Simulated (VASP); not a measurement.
Ge2Bi2S:

```
Ge Bi S
1.0
     5.49876    0.00000    0.00000
     0.00000    5.49876    0.00000
     0.00000    0.00000    5.24239
Ge Bi S
2 2 1
Cartesian
  2.7494 0.0000 2.6212
  0.0000 2.7494 2.6212
  2.7494 2.7494 0.0000
  0.0000 0.0000 2.6212
  0.0000 0.0000 0.0000
```

The cell was generated, and may not be a known phase.

```yaml
Program: VASP 6.6.1
Task: relaxation of cell and atoms
Functional: PBE
Potentials_or_basis: VASP PAW PBE potentials, release 64 (Ge_d, Bi_d, S)
Cutoff: 600 eV
k_mesh: 8 × 8 × 8
Occupations: gaussian, width 0.1 eV
Spin: no spin polarisation
```

At the start: pressure -0.0 GPa; volume 31.70 Å³/atom.

Question: How do energy, volume and symmetry change on relaxing?

Answer: Over 5 steps the energy falls by 4.3 meV/atom and the volume is 31.76 Å³/atom (+0.2 %); space group P4/mmm (No. 123, to 0.1 Å) before and after.

Step by step:
| step | energy change (eV) | largest force (eV/Å) | pressure (GPa) | volume (Å³) |
| --- | --- | --- | --- | --- |
| 1 | 0.0000 | 0.0000 | -0.01 | 158.51 |
| 2 | -0.0210 | 0.0000 | 0.06 | 158.43 |
| 3 | -0.0216 | 0.0000 | 0.08 | 158.41 |
| 4 | -0.0216 | 0.0000 | 0.08 | 158.41 |
| 5 | -0.0217 | 0.0000 | -0.01 | 158.79 |

Final structure:
```
Ge Bi S
1.0
     5.55287    0.00000    0.00000
     0.00000    5.55287    0.00000
     0.00000    0.00000    5.14964
Ge Bi S
2 2 1
Direct
  0.50000 0.00000 0.50000
  0.00000 0.50000 0.50000
  0.50000 0.50000 0.00000
  0.00000 0.00000 0.50000
  0.00000 0.00000 0.00000
```
